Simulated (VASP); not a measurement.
# TiTl2H4 (I4/mmm) in VASP: further runs

Runs on TiTl2H4. Level: PBE. Tasks: relaxation of cell and atoms, single point.

Program: VASP 6.6.1. These are calculated values, not measurements. Logs are shortened: lines on timing, memory, paths and dates and some standing lists are left out, and cuts for length are marked.

## Step 1: The cell of the first run

Symmetry: I4/mmm, No. 139, tetragonal system. The conventional cell has a = 6.150 Å, b = 6.150 Å, c = 5.025 Å, α = 90.00°, β = 90.00°, γ = 90.00°. Within 3.5 Å of Ti (site symmetry 4/mmm) lie 12 H at 2.64 to 3.04 Å and 8 Tl at 3.32 Å. Tl (site symmetry -4m2) has 2 Tl at 2.51 Å and 8 H at 2.55 Å within 3.3 Å. Within 3.2 Å of H (site symmetry m2m) lie 4 H at 2.42 to 2.68 Å and 4 Tl at 2.55 Å and 3 Ti at 2.64 to 3.04 Å.

## Step 2: Relaxation of cell and atoms, PBE

INCAR reads:

```
  PREC = Accurate
  ENCUT = 600
  EDIFF = 1E-6
  ISMEAR = 0
  SIGMA = 0.1
  LREAL = False
  LASPH = True
  NELM = 100
  ALGO = Normal
  ISIF = 3
  LWAVE = False
  LCHARG = False
  GGA = PE
  IBRION = 2
  NSW = 90
  EDIFFG = -0.04
```

KPOINTS reads:

```
Automatic mesh
0
Gamma
  4 4 4
```

POSCAR reads:

```
TiTl2H4
1.0
   -3.0750532050      3.0750532050      2.5124540787
    3.0750532050     -3.0750532050      2.5124540787
    3.0750532050      3.0750532050     -2.5124540787
Ti Tl H
1 2 4
Direct
    0.0000000000      0.0000000000      0.0000000000
    0.7500000000      0.2500000000      0.5000000000
    0.2500000000      0.7500000000      0.5000000000
    0.3030000000      0.3030000000      0.6060000000
    0.3030000000      0.6970000000      0.0000000000
    0.6970000000      0.6970000000      0.3940000000
    0.6970000000      0.3030000000      0.0000000000
```

Potentials or basis: VASP PAW PBE potentials, release 64 (Ti_sv, Tl_d, H).

The run is started by

```sh
cat potpaw_PBE.64/Ti_sv/POTCAR potpaw_PBE.64/Tl_d/POTCAR potpaw_PBE.64/H/POTCAR > POTCAR
mpirun -np 1 vasp_std > vasp.out
```

OUTCAR:

```text
PREC = Accurate
   ENCUT = 600
   EDIFF = 1E-6
   ISMEAR = 0
   LREAL = False
   LASPH = True
   NELM = 100
   ISIF = 3
   GGA = PE
   IBRION = 2
   NSW = 90
   EDIFFG = -0.04

 ion  position               nearest neighbor table
   1  0.000  0.000  0.000-   2 3.32   3 3.32   2 3.32   3 3.32   2 3.32   3 3.32   2 3.32   3 3.32

   2  0.750  0.250  0.500-   3 2.51   3 2.51   1 3.32   1 3.32   1 3.32   1 3.32
   3  0.250  0.750  0.500-   2 2.51   2 2.51   1 3.32   1 3.32   1 3.32   1 3.32
   4  0.303  0.303  0.606-
   5  0.303  0.697  0.000-
   6  0.697  0.697  0.394-
   7  0.697  0.303  0.000-

  LATTYP: Found a body centered tetragonal cell.
 ALAT       =     6.1501064100
 C/A-ratio  =     0.8170441001

  Lattice vectors:

 A1 = (  -3.0750532050,   3.0750532050,   2.5124540787)
 A2 = (   3.0750532050,  -3.0750532050,   2.5124540787)
 A3 = (   3.0750532050,   3.0750532050,  -2.5124540787)

Analysis of symmetry for initial positions (statically):
=====================================================================
 Subroutine PRICEL returns:
 Original cell was already a primitive cell.

 Routine SETGRP: Setting up the symmetry group for a
 body centered tetragonal supercell.

 Subroutine GETGRP returns: Found 16 space group operations
 (whereof 16 operations were pure point group operations)
 out of a pool of 16 trial point group operations.

The static configuration has the point symmetry D_4h.

Analysis of symmetry for dynamics (positions and initial velocities):
=====================================================================
 Subroutine PRICEL returns:
 Original cell was already a primitive cell.

 Routine SETGRP: Setting up the symmetry group for a
 body centered tetragonal supercell.

 Subroutine GETGRP returns: Found 16 space group operations
 (whereof 16 operations were pure point group operations)
 out of a pool of 16 trial point group operations.

The dynamic configuration has the point symmetry D_4h.

 Subroutine INISYM returns: Found 16 space group operations
 (whereof 16 operations are pure point group operations),
 and found     1 'primitive' translations

----------------------------------------------------------------------------------------

                                     Primitive cell

  volume of cell :      95.0306
[... 76 lines left out ...]
   NGXF,Y,Z  is equivalent  to a cutoff of  26.48, 26.48, 26.48 a.u.
 SYSTEM =  unknown system
   PREC   = accura    normal or accurate (medium, high low for compatibility)
   ISTART =      0    job   : 0-new  1-cont  2-samecut
   ICHARG =      2    charge: 1-file 2-atom 10-const
   ISPIN  =      1    spin polarized calculation?
   LNONCOLLINEAR =      F non collinear calculations
   LSORBIT =      F    spin-orbit coupling
   LASPH  =      T    aspherical Exc in radial PAW
   ENCUT  =  600.0 eV  44.10 Ry    6.64 a.u.  10.03 10.03 10.03*2*pi/ulx,y,z
   NELM   =    100;   NELMIN=  2; NELMDL= -5     # of ELM steps
   EDIFF  = 0.1E-05   stopping-criterion for ELM
   LREAL  =      F    real-space projection
   EDIFFG = -.4E-01   stopping-criterion for IOM
   NSW    =     90    number of steps for IOM
   IBRION =      2    ionic relax: 0-MD 1-quasi-New 2-CG
   NFREE  =      1    steps in history (QN), initial steepest desc. (CG)
   ISIF   =      3    stress and relaxation
   ISYM   =      2    0-nonsym 1-usesym 2-fastsym
   POTIM  = 0.5000    time-step for ionic-motion
   TEBEG  =    0.0;   TEEND  =   0.0 temperature during run
   PSTRESS=    0.0 pullay stress
   NELECT =      42.0000    total number of electrons
   NUPDOWN=      -1.0000    fix difference up-down
   EMIN   =  10.00;   EMAX   =-10.00  energy-range for DOS
   EFERMI =   0.00;   METHOD = LEGACY
   ISMEAR =     0;   SIGMA  =   0.10  broadening in eV -4-tet -1-fermi 0-gaus
   EFERMI_NEDOS =   21; number of points for ismear=-14 and -15
   IALGO  =     38    algorithm
   IMIX   =      4    mixing-type and parameters
     AMIX     =   0.40;   BMIX     =  1.00
     AMIX_MAG =   1.60;   BMIX_MAG =  1.00
  volume/ion in A,a.u.               =      13.58        91.61
  Fermi-wavevector in a.u.,A,eV,Ry     =   1.247011  2.356508 21.157540  1.555035
  Thomas-Fermi vector in A             =   2.381162
   LORBIT       =      0    0 simple, 1 ext, 2 COOP (PROOUT), +10 PAW based schemes
   GGA     = PE    functional components
   LHFCALC =     F    Hartree Fock is set to
   AEXX    =    0.0000 exact exchange contribution
   IVDW    =     0    specifies the selected vdW correction
   LEPSILON=     F    determine dielectric tensor
   LRPA    =     F    only Hartree local field effects (RPA)
 conjugate gradient relaxation of ions
 non-spin polarized calculation
 Gauss-broadening in eV      SIGMA  =   0.10
  energy-cutoff  :      600.00
  volume of cell :       95.03
 maximum number of plane-waves:      3200
   NGX = 21   NGY = 21   NGZ = 21

--------------------------------------- Ionic step        1  -------------------------------------------

 number of electron      42.0000005 magnetization

 Free energy of the ion-electron system (eV)
  ---------------------------------------------------
  ext. energy  EPLUGINS =         0.00000000
  ---------------------------------------------------
  free energy    TOTEN  =       -17.56899323 eV

  energy without entropy =      -17.52249033  energy(sigma->0) =      -17.54574178

------------------------ aborting loop because EDIFF is reached ----------------------------------------

  FORCE on cell =-STRESS in cart. coord.  units (eV):
  Direction    XX          YY          ZZ          XY          YZ          ZX
  --------------------------------------------------------------------------------------
  -------------------------------------------------------------------------------------
  Total       -3.5679634     -3.5679634     17.9736698      0.0000000      0.0000000      0.0000000
  in kB      -60.1544250    -60.1544250    303.0288303      0.0000000      0.0000000      0.0000000
  external PRESSURE =      60.9066601 kB  Pullay stress =       0.0000000 kB
[... 849 lines left out ...]
     24       7.5298      0.00000
     25       9.0865      0.00000

[... ionic steps 4 to 12 ...]

--------------------------------------- Ionic step       13  -------------------------------------------

 number of electron      41.9999991 magnetization

------------------------ aborting loop because EDIFF is reached ----------------------------------------
[... 77 lines left out ...]
--------------------------------------- Ionic step       15  -------------------------------------------

 number of electron      41.9999989 magnetization

 Free energy of the ion-electron system (eV)
  ---------------------------------------------------
  ext. energy  EPLUGINS =         0.00000000
  ---------------------------------------------------
  free energy    TOTEN  =       -23.10858898 eV

  energy without entropy =      -23.08828632  energy(sigma->0) =      -23.09843765

 E-fermi :   4.7764     XC(G=0):  -9.7781

 val. band max:        4.6580692285   @ k =  -0.2500   0.2500   0.2500
 cond. band min:       4.8159371359   @ k =   0.5000   0.2500   0.0000
 fundamental gap:      0.1578679074
 Fermi energy:         4.7764323522
[... 396 lines left out ...]
  FREE ENERGIE OF THE ION-ELECTRON SYSTEM (eV)
  ---------------------------------------------------
  free  energy   TOTEN  =       -23.1085889814 eV

  energy  without entropy=      -23.0882863227  energy(sigma->0) =      -23.09843765

 reached required accuracy - stopping structural energy minimisation
```

Wall time 11 min (1 thread of Oxide Virtual Turin-like, shared host); peak memory 0.25 GiB.

What came out:

```
Free energy                            : -23.1086 eV
Relaxed volume                         : 14.08 Å³/atom
Relaxed cell                           : a = 5.166 Å, b = 5.166 Å, c = 5.166 Å, α = 119.28°, β = 119.28°, γ = 91.26°
Space group after relaxing (to 0.05 Å) : I4/mmm (No. 139)
Energy gained by relaxing              : 791.4 meV/atom
Ionic steps                            : 15
Pressure after relaxing                : 0.2 GPa
Band gap on the k mesh                 : zero (band 21 reaches 5.30 eV, above the bottom of band 22 at 3.75 eV)
```

Forces in eV/Å, atoms in the order of the input:
```
Ti   0.000  0.000  0.000
Tl   0.000  0.000  0.000
Tl   0.000  0.000  0.000
H   -0.002 -0.002  0.000
H    0.002 -0.002  0.000
H    0.002  0.002  0.000
H   -0.002  0.002  0.000
```

The path:
| step | energy change (eV) | largest force (eV/Å) | pressure (GPa) | volume (Å³) |
| --- | --- | --- | --- | --- |
| 1 | 0.0000 | 0.4870 | 6.09 | 95.03 |
| 2 | -1.6919 | 1.0297 | -2.07 | 101.61 |
| 3 | -2.7956 | 1.3689 | -6.37 | 108.03 |
| 4 | -3.8202 | 1.4379 | -8.43 | 117.06 |
| 5 | -5.1982 | 0.5330 | -2.51 | 99.06 |
| 6 | -5.2083 | 0.3631 | -1.52 | 97.60 |
| 7 | -5.2081 | 0.4110 | -1.79 | 97.99 |
| 8 | -5.3467 | 0.3316 | -0.27 | 95.31 |
| 9 | -5.3552 | 0.0660 | 5.45 | 87.32 |
| 10 | -5.4280 | 0.2036 | 2.30 | 91.01 |
| 11 | -5.5008 | 0.2035 | 0.72 | 94.97 |
| 12 | -5.5224 | 0.2137 | -1.15 | 100.79 |
| 13 | -5.5276 | 0.2039 | -0.54 | 98.74 |
| 14 | -5.5382 | 0.0685 | 0.50 | 98.48 |
| 15 | -5.5396 | 0.0030 | 0.23 | 98.54 |

Final structure:
```xyz
7
Lattice="-2.6113 2.6113 3.6128 2.6113 -2.6113 3.6128 2.6113 2.6113 -3.6128" Properties=species:S:1:pos:R:3 pbc="T T T"
Ti    0.0000    0.0000    0.0000
Tl    0.0000    2.6113    1.8064
Tl    2.6113    0.0000    1.8064
H     1.2991    1.2991    0.0000
H     1.3123   -1.3123    3.6128
H     1.3123    1.3123    3.6128
H    -1.3123    1.3123    3.6128
```

Levels at points of the mesh, in eV from the Fermi level:
```csv
k point,band 19,band 20,band 21,band 22,band 23,band 24
"(0.00, 0.00, 0.00)",-1.77,-1.11,-1.03,-1.03,-0.69,2.85
"(0.50, 0.00, 0.00)",-2.20,-1.51,-0.44,0.05,0.54,1.18
"(0.50, 0.50, 0.00)",-3.39,-0.93,-0.21,0.53,0.54,1.27
"(0.50, 0.50, 0.50)",-4.06,-2.87,0.52,0.52,0.65,1.85
```

Caveat: the k points lie up to 0.43 Å⁻¹ apart in the final cell; spin-orbit coupling is left out, which moves the levels of the heavy elements.

## Step 3: Single point, PBE

This run uses another cell than the first one, of 14.29 Å³/atom, 1.053 times its volume.

INCAR reads:

```
SYSTEM = TiTl2H4
PREC     = Accurate       ! precision mode
ENCUT    = 520            ! plane-wave cutoff, eV
EDIFF    = 1E-6           ! SCF threshold, eV
ISMEAR   = 0              ! smearing method
SIGMA    = 0.1            ! smearing width, eV
LREAL    = .False.        ! projectors in reciprocal space
LASPH    = .True.         ! aspherical terms in the spheres
NELM     = 80             ! most SCF steps
ALGO     = Normal         ! electronic algorithm
ISIF     = 2              ! what is computed and relaxed
LWAVE    = .False.        ! write WAVECAR
LCHARG   = .False.        ! write CHGCAR
GGA      = PE             ! functional
NBANDS   = 30             ! bands
```

KPOINTS reads:

```
regular mesh
0
Gamma
  10 10 10
  0 0 0
```

POSCAR reads:

```
TiTl2H4
1.0
   -2.5654836979      2.5654836979      3.8004965790
    2.5654836979     -2.5654836979      3.8004965790
    2.5654836979      2.5654836979     -3.8004965790
Ti Tl H
1 2 4
Direct
    0.0000000000      0.0000000000      0.0000000000
    0.7500000000      0.2500000000      0.5000000000
    0.2500000000      0.7500000000      0.5000000000
    0.2512855444      0.2512855444      0.5025710887
    0.2512855444      0.7487144556      0.0000000000
    0.7487144556      0.7487144556      0.4974289113
    0.7487144556      0.2512855444      0.0000000000
```

Potentials or basis: VASP PAW PBE potentials, release 64 (Ti_sv, Tl_d, H).

The run is started by

```sh
cat potpaw_PBE.64/Ti_sv/POTCAR potpaw_PBE.64/Tl_d/POTCAR potpaw_PBE.64/H/POTCAR > POTCAR
mpirun -np 1 vasp_std > vasp.out
```

Wall time 9.6 min (1 thread of Oxide Virtual Turin-like, shared host); peak memory 0.41 GiB.

The run converged. Its results:

* Free energy: -23.1235 eV
* Pressure: -0.1 GPa
* Largest force: 0.006 eV/Å
* Band gap on the k mesh: zero (band 21 reaches 5.12 eV, above the bottom of band 22 at 3.58 eV)

Forces on the atoms (eV/Å):
```
Ti   0.000  0.000  0.000
Tl   0.000  0.000  0.000
Tl   0.000  0.000  0.000
H    0.004  0.004  0.000
H   -0.004  0.004  0.000
H   -0.004 -0.004  0.000
H    0.004 -0.004  0.000
```

Levels at points of the mesh, in eV from the Fermi level:
```
           k point  band 19  band 20  band 21  band 22  band 23  band 24
(0.00, 0.00, 0.00)    -1.69    -1.06    -0.97    -0.97    -0.94     2.73
(0.50, 0.00, 0.00)    -1.89    -1.78    -0.28     0.10     0.48     1.38
(0.50, 0.50, 0.00)    -3.39    -1.05    -0.34     0.42     0.66     1.13
(0.50, 0.50, 0.50)    -3.71    -2.76     0.57     0.57     0.63     1.81
```

Caveat: spin-orbit coupling is left out, which moves the levels of the heavy elements.

[end of part 1 of 2]
